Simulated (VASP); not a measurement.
Write the native input for VASP 6.6.1 that does the following.

```yaml
Task: single point
Functional: r2SCAN
Potentials_or_basis: VASP PAW PBE potentials, release 64 (Mg, O)
Cutoff: 520 eV
k_mesh: 12 × 12 × 6
Occupations: gaussian, width 0.01 eV
Spin: no spin polarisation
Dipole_correction: no
Further_INCAR_settings: ALGO = Normal; EDIFF = 1e-06; NBANDS = 16
```

Crystal: MgO.

```xyz
4
Lattice="3.2882 0.0000 0.0000 -1.6441 2.8477 0.0000 0.0000 0.0000 5.2357" Properties=species:S:1:pos:R:3 pbc="T T T"
Mg    0.0000    1.8985   -0.0242
Mg    1.6441    0.9492    2.5937
O     0.0000    1.8985    1.9876
O     1.6441    0.9492    4.6054
```

This cell differs from its parent crystal: uniaxial z strain +4.0%.

The input as run:

POSCAR

```
MgO
1.0
    3.2882171868      0.0000000001      0.0000000000
   -1.6441085934      2.8476796169      0.0000000000
    0.0000000000      0.0000000000      5.2357410676
Mg O
2 2
Direct
    0.3333333333      0.6666666667     -0.0046168588
    0.6666666667      0.3333333333      0.4953831412
    0.3333333333      0.6666666667      0.3796168588
    0.6666666667      0.3333333333      0.8796168588
```

INCAR.step1

```
SYSTEM = MgO
ALGO = Normal
EDIFF = 1E-4
ENCUT = 520
GGA = PE
ISMEAR = 0
LASPH = .True.
LCHARG = .False.
LREAL = .False.
LWAVE = .True.
NBANDS = 16
NELM = 60
PREC = Accurate
SIGMA = 0.01
```

INCAR.step2

```
SYSTEM = MgO
ALGO = Normal
EDIFF = 1E-6
ENCUT = 520
ISIF = 2
ISMEAR = 0
ISTART = 1
LASPH = .True.
LCHARG = .True.
LELF = .True.
LMIXTAU = .True.
LREAL = .False.
LVHAR = .True.
LWAVE = .False.
METAGGA = R2SCAN
NBANDS = 16
NELM = 60
PREC = Accurate
SIGMA = 0.01
```

KPOINTS

```
k-points
0
Gamma
  12 12 6
  0 0 0
```

Potentials or basis: VASP PAW PBE potentials, release 64 (Mg, O).

The run is started by

```sh
$ cat potpaw_PBE.64/Mg/POTCAR potpaw_PBE.64/O/POTCAR > POTCAR
$ cp INCAR.step1 INCAR
$ mpirun -np 1 vasp_std > vasp.out
$ cp INCAR.step2 INCAR
$ mpirun -np 1 vasp_std > vasp.out
```

It gave:

```yaml
Pressure: -4.7 GPa
Band_gap_on_the_k_mesh: 4.13 eV, direct
```

Caveat: the cell differs from its parent crystal (uniaxial z strain +4.0%); the PAW data sets were made with another functional, which shifts forces and pressure a little.

Wall time 53 s on 1 thread of Intel(R) Xeon(R) 6975P-C (Granite Rapids), on a shared host, peak memory 0.2 GiB.
